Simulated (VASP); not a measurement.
# Ga3HN3 in VASP: single point with PBE

Aim: the single point of Ga3HN3 with PBE.

All numbers are computed with VASP 6.6.1; they aren't measurements. Logs are shortened: lines on timing, memory, paths and dates and some standing lists are left out, and cuts for length are marked.

### Step 1. The cell of the first run

The cell holds a slab with vacuum, 7 atoms: a = 3.217 Å, b = 3.217 Å, c = 21.220 Å, α = 90.00°, β = 90.00°, γ = 90.00°.

### Step 2. Single point, PBE, collinear spin

File INCAR:

```
PREC = Accurate
ENCUT = 520
EDIFF = 1E-6
ISMEAR = 0
SIGMA = 0.05
LREAL = False
LASPH = True
NELM = 200
ALGO = Normal
ISIF = 2
LWAVE = False
LCHARG = False
ISPIN = 2
MAGMOM = 0 0 0 0 0 0 1
LORBIT = 11
LDIPOL = True
IDIPOL = 3
DIPOL = 0.5 0.5 0.341
GGA = PE
NBANDS = 40
GGA_COMPAT = False
NELMDL = -8
```

File KPOINTS:

```
regular mesh
0
Gamma
  8 8 1
```

File POSCAR:

```
Ga3HN3
1.0
    3.2165072845      0.0000000000      0.0000000000
    0.0000000000      3.2165072845      0.0000000000
    0.0000000000      0.0000000000     21.2198073008
N Ga H
3 3 1
Direct
    0.0000000000      0.5000000000      0.1885031256
    0.5000000000      0.0000000000      0.2956866679
    0.0000000000      0.5000000000      0.4029970648
    0.5000000000      0.5000000000      0.2420948967
    0.0000000000      0.0000000000      0.3470972837
    0.5000000000      0.5000000000      0.4580535140
    1.0000000000      0.5000000000      0.4530378931
```

Potentials or basis: VASP PAW PBE potentials, release 64 (N, Ga_d, H).

Run with:

```bash
$ cat potpaw_PBE.64/N/POTCAR potpaw_PBE.64/Ga_d/POTCAR potpaw_PBE.64/H/POTCAR > POTCAR
$ mpirun -np 1 vasp_std > vasp.out
```

OUTCAR:

```text
PREC = Accurate
   ENCUT = 520
   EDIFF = 1E-6
   ISMEAR = 0
   LREAL = False
   LASPH = True
   NELM = 200
   ISIF = 2
   ISPIN = 2
   LORBIT = 11
   GGA = PE
   NELMDL = -8

 ion  position               nearest neighbor table
   1  0.000  0.500  0.189-   4 1.97   4 1.97
   2  0.500  0.000  0.296-   5 1.94   5 1.94   4 1.97   4 1.97
   3  0.000  0.500  0.403-   7 1.06   6 1.99   6 1.99   5 2.00   5 2.00
   4  0.500  0.500  0.242-   1 1.97   1 1.97   2 1.97   2 1.97
   5  0.000  0.000  0.347-   2 1.94   2 1.94   3 2.00   3 2.00
   6  0.500  0.500  0.458-   7 1.61   7 1.61   3 1.99   3 1.99
   7  0.000  0.500  0.453-   3 1.06   6 1.61   6 1.61

  LATTYP: Found a simple tetragonal cell.
 ALAT       =     3.2165072845
 C/A-ratio  =     6.5971581669

  Lattice vectors:

 A1 = (   3.2165072845,   0.0000000000,   0.0000000000)
 A2 = (   0.0000000000,   3.2165072845,   0.0000000000)
 A3 = (   0.0000000000,   0.0000000000,  21.2198073008)

Analysis of symmetry for initial positions (statically):
=====================================================================
 Subroutine PRICEL returns:
 Original cell was already a primitive cell.

 Routine SETGRP: Setting up the symmetry group for a
 simple tetragonal supercell.

 Subroutine GETGRP returns: Found  4 space group operations
 (whereof  4 operations were pure point group operations)
 out of a pool of 16 trial point group operations.

The static configuration has the point symmetry C_2v.

Analysis of symmetry for dynamics (positions and initial velocities):
=====================================================================
 Subroutine PRICEL returns:
 Original cell was already a primitive cell.

 Routine SETGRP: Setting up the symmetry group for a
 simple tetragonal supercell.

 Subroutine GETGRP returns: Found  4 space group operations
 (whereof  4 operations were pure point group operations)
 out of a pool of 16 trial point group operations.

The dynamic configuration has the point symmetry C_2v.

Analysis of structural, dynamic, and magnetic symmetry:
=====================================================================
 Subroutine PRICEL returns:
 Original cell was already a primitive cell.

 Routine SETGRP: Setting up the symmetry group for a
 simple tetragonal supercell.

 Subroutine GETGRP returns: Found  4 space group operations
 (whereof  4 operations were pure point group operations)
 out of a pool of 16 trial point group operations.

The overall configuration has the point symmetry C_2v.

 Subroutine INISYM returns: Found  4 space group operations
 (whereof  4 operations are pure point group operations),
 and found     1 'primitive' translations

----------------------------------------------------------------------------------------

                                     Primitive cell

  volume of cell :     219.5384

  direct lattice vectors                    reciprocal lattice vectors
     3.216507285  0.000000000  0.000000000     0.310896234  0.000000000  0.000000000
     0.000000000  3.216507285  0.000000000     0.000000000  0.310896234  0.000000000
     0.000000000  0.000000000 21.219807301     0.000000000  0.000000000  0.047125781

  length of vectors
     3.216507285  3.216507285 21.219807301     0.310896234  0.310896234  0.047125781

  position of ions in fractional coordinates (direct lattice)
     0.000000000  0.500000000  0.188503126
     0.500000000  0.000000000  0.295686668
     0.000000000  0.500000000  0.402997065
     0.500000000  0.500000000  0.242094897
     0.000000000  0.000000000  0.347097284
     0.500000000  0.500000000  0.458053514
     0.000000000  0.500000000  0.453037893

  ion indices of the primitive-cell ions
   primitive index   ion index
                 1           1
                 2           2
                 3           3
                 4           4
                 5           5
                 6           6
                 7           7

----------------------------------------------------------------------------------------

 KPOINTS: regular mesh

Automatic generation of k-mesh.
[... 54 lines left out ...]
   NGXF,Y,Z  is equivalent  to a cutoff of  24.81, 24.81, 25.07 a.u.
 SYSTEM =  unknown system
   PREC   = accura    normal or accurate (medium, high low for compatibility)
   ISTART =      0    job   : 0-new  1-cont  2-samecut
   ICHARG =      2    charge: 1-file 2-atom 10-const
   ISPIN  =      2    spin polarized calculation?
   LNONCOLLINEAR =      F non collinear calculations
   LSORBIT =      F    spin-orbit coupling
   LASPH  =      T    aspherical Exc in radial PAW
   ENCUT  =  520.0 eV  38.22 Ry    6.18 a.u.   5.98  5.98 39.45*2*pi/ulx,y,z
   NELM   =    200;   NELMIN=  2; NELMDL= -8     # of ELM steps
   EDIFF  = 0.1E-05   stopping-criterion for ELM
   LREAL  =      F    real-space projection
   EDIFFG = 0.1E-04   stopping-criterion for IOM
   NSW    =      0    number of steps for IOM
   IBRION =     -1    ionic relax: 0-MD 1-quasi-New 2-CG
   NFREE  =      0    steps in history (QN), initial steepest desc. (CG)
   ISIF   =      2    stress and relaxation
   ISYM   =      2    0-nonsym 1-usesym 2-fastsym
   POTIM  = 0.5000    time-step for ionic-motion
   TEBEG  =    0.0;   TEEND  =   0.0 temperature during run
   PSTRESS=    0.0 pullay stress
   NELECT =      55.0000    total number of electrons
   NUPDOWN=      -1.0000    fix difference up-down
   EMIN   =  10.00;   EMAX   =-10.00  energy-range for DOS
   EFERMI =   0.00;   METHOD = LEGACY
   ISMEAR =     0;   SIGMA  =   0.05  broadening in eV -4-tet -1-fermi 0-gaus
   EFERMI_NEDOS =   21; number of points for ismear=-14 and -15
   IALGO  =     38    algorithm
   IMIX   =      4    mixing-type and parameters
     AMIX     =   0.40;   BMIX     =  1.00
     AMIX_MAG =   1.60;   BMIX_MAG =  1.00
  volume/ion in A,a.u.               =      31.36       211.65
  Fermi-wavevector in a.u.,A,eV,Ry     =   1.032030  1.950253 14.491367  1.065085
  Thomas-Fermi vector in A             =   2.166207
   LORBIT       =     11    0 simple, 1 ext, 2 COOP (PROOUT), +10 PAW based schemes
   GGA     = PE    functional components
   LHFCALC =     F    Hartree Fock is set to
   AEXX    =    0.0000 exact exchange contribution
   IVDW    =     0    specifies the selected vdW correction
   LEPSILON=     F    determine dielectric tensor
   LRPA    =     F    only Hartree local field effects (RPA)
 spin polarized calculation
 Gauss-broadening in eV      SIGMA  =   0.05
  energy-cutoff  :      520.00
  volume of cell :      219.54
 maximum number of plane-waves:      5966
   NGX = 11   NGY = 11   NGZ = 79

 dipolmoment           0.000000      0.000000      0.074767 electrons x Angstroem

 number of electron      55.0000024 magnetization       0.0092860

 number of electron      55.0000024 magnetization      -0.0050909

 dipolmoment           0.000000      0.000000     -0.199868 electrons x Angstroem

 Free energy of the ion-electron system (eV)
  ---------------------------------------------------
  ext. energy  EPLUGINS =         0.00000000
  ---------------------------------------------------
  free energy    TOTEN  =       -32.48888384 eV

  energy without entropy =      -32.48374762  energy(sigma->0) =      -32.48631573

 E-fermi :  -2.3580     XC(G=0):  -4.6730

 val. band max:       -2.3629481900   @ k =  -0.1250   0.2500   0.0000
 cond. band min:      -2.3293736269   @ k =   0.5000   0.2500   0.0000
 fundamental gap:      0.0335745631
 Fermi energy:        -2.3580003131

 spin component 1

 k-point     1 :       0.0000    0.0000    0.0000
  band No.  band energies     occupation
      1     -21.9241      1.00000
      2     -18.7856      1.00000
      3     -18.0037      1.00000
      4     -17.8143      1.00000
      5     -17.6137      1.00000
      6     -17.5989      1.00000
[... 997 lines left out ...]
     38       6.9855      0.00000
     39       7.2665      0.00000

 [... further k-points ...]

 spin component 2

 k-point     1 :       0.0000    0.0000    0.0000
  band No.  band energies     occupation
      1     -21.9205      1.00000
      2     -18.7778      1.00000
      3     -18.0023      1.00000
      4     -17.8121      1.00000
      5     -17.6123      1.00000
      6     -17.5985      1.00000
[... 997 lines left out ...]
     38       7.0030      0.00000
     39       7.2784      0.00000

 [... further k-points ...]

 [bands above 39 left out]

------------------------ aborting loop because EDIFF is reached ----------------------------------------

 vacuum level on the upper side and lower side of the slab       (xc-potential included)        -1.696         1.576

  FORCE on cell =-STRESS in cart. coord.  units (eV):
  Direction    XX          YY          ZZ          XY          YZ          ZX
  --------------------------------------------------------------------------------------
  -------------------------------------------------------------------------------------
  Total       12.8694756     -0.1013255      2.3377089      0.0000000      0.0000000      0.0000000
  in kB       93.9206128     -0.7394673     17.0604510      0.0000000      0.0000000      0.0000000
  external PRESSURE =      36.7471988 kB  Pullay stress =       0.0000000 kB

 VOLUME and BASIS-vectors are now :
 -----------------------------------------------------------------------------
  energy-cutoff  :      520.00
  volume of cell :      219.54
      direct lattice vectors                 reciprocal lattice vectors
     3.216507285  0.000000000  0.000000000     0.310896234  0.000000000  0.000000000
     0.000000000  3.216507285  0.000000000     0.000000000  0.310896234  0.000000000
     0.000000000  0.000000000 21.219807301     0.000000000  0.000000000  0.047125781

 POSITION                                       TOTAL-FORCE (eV/Angst)
 -----------------------------------------------------------------------------------
      0.00000      1.60825      4.00000         0.000000      0.000000      1.596215
      1.60825      0.00000      6.27441         0.000000      0.000000      1.729129
      0.00000      1.60825      8.55152         0.000000      0.000000     -2.354639
      1.60825      1.60825      5.13721         0.000000      0.000000     -2.753578
      0.00000      0.00000      7.36534         0.000000      0.000000     -0.891693
      1.60825      1.60825      9.71981         0.000000      0.000000      2.658154
      0.00000      1.60825      9.61338         0.000000      0.000000      0.016413
 -----------------------------------------------------------------------------------
    total drift:                                0.000000      0.000000      0.000982

  FREE ENERGIE OF THE ION-ELECTRON SYSTEM (eV)
  ---------------------------------------------------
  free  energy   TOTEN  =       -32.4888838399 eV

  energy  without entropy=      -32.4837476198  energy(sigma->0) =      -32.48631573

 vacuum level on the upper side and lower side of the slab         2.534         6.023

 total charge

# of ion       s       p       d       tot
------------------------------------------
    1        1.317   2.148   0.000   3.465
    2        1.244   2.478   0.000   3.722
    3        1.261   2.581   0.000   3.842
    4        0.799   0.862  10.148  11.809
    5        0.796   0.844  10.154  11.793
    6        1.018   0.709  10.055  11.783
    7        0.628   0.118   0.000   0.747
--------------------------------------------------
tot          7.064   9.740  30.357  47.160

 magnetization (x)

# of ion       s       p       d       tot
------------------------------------------
    1        0.002  -0.017   0.000  -0.015
    2       -0.001   0.009   0.000   0.008
    3       -0.000   0.003   0.000   0.002
    4        0.004   0.003   0.003   0.010
    5       -0.000  -0.001   0.000  -0.002
    6        0.006   0.001  -0.000   0.007
    7       -0.000   0.000   0.000   0.000
--------------------------------------------------
tot          0.010  -0.003   0.003   0.011
```

Run time: 29 min. Hardware: 1 thread of Oxide Virtual Turin-like, shared host; peak memory 0.54 GiB.

Results:

| Item | Value |
| --- | --- |
| Free energy | -32.4889 eV |
| Largest force | 2.754 eV/Å |
| Net moment | -0.01 μB per cell |
| Valence electrons inside the program's atomic spheres | N 3.46, 3.72, 3.84; Ga 11.81, 11.79, 11.78; H 0.75 |

Forces on the atoms (eV/Å):
```
N    0.000  0.000  1.596
N    0.000  0.000  1.729
N    0.000  0.000 -2.355
Ga   0.000  0.000 -2.754
Ga   0.000  0.000 -0.892
Ga   0.000  0.000  2.658
H    0.000  0.000  0.016
```

Levels at points of the mesh, in eV from the Fermi level:
Spin up:
| k point | band 24 | band 25 | band 26 | band 27 | band 28 | band 29 | band 30 | band 31 |
| --- | --- | --- | --- | --- | --- | --- | --- | --- |
| (0.00, 0.00, 0.00) | -2.65 | -2.39 | -0.68 | -0.07 | 0.96 | 1.01 | 2.12 | 4.36 |
| (0.50, 0.00, 0.00) | -2.55 | -2.00 | -1.31 | -0.66 | 1.22 | 1.34 | 4.28 | 4.57 |
| (0.00, 0.50, 0.00) | -2.30 | -1.39 | -0.90 | -0.15 | -0.06 | -0.01 | 3.72 | 4.07 |
| (0.50, 0.50, 0.00) | -4.12 | -2.69 | -0.86 | -0.40 | -0.33 | 0.28 | 1.89 | 4.50 |
Spin down:
```tsv
k point	band 23	band 24	band 25	band 26	band 27	band 28	band 29	band 30	band 31	band 32
(0.00, 0.00, 0.00)	-3.13	-2.65	-2.37	-0.54	-0.09	0.62	0.96	2.19	4.37	4.80
(0.50, 0.00, 0.00)	-3.70	-2.55	-1.96	-1.30	-0.44	0.91	1.24	4.29	4.57	5.57
(0.00, 0.50, 0.00)	-3.93	-2.30	-1.36	-1.15	-0.09	-0.07	0.08	3.72	4.05	5.18
(0.50, 0.50, 0.00)	-5.00	-4.12	-2.70	-0.71	-0.65	-0.40	0.31	1.93	4.52	4.53
```
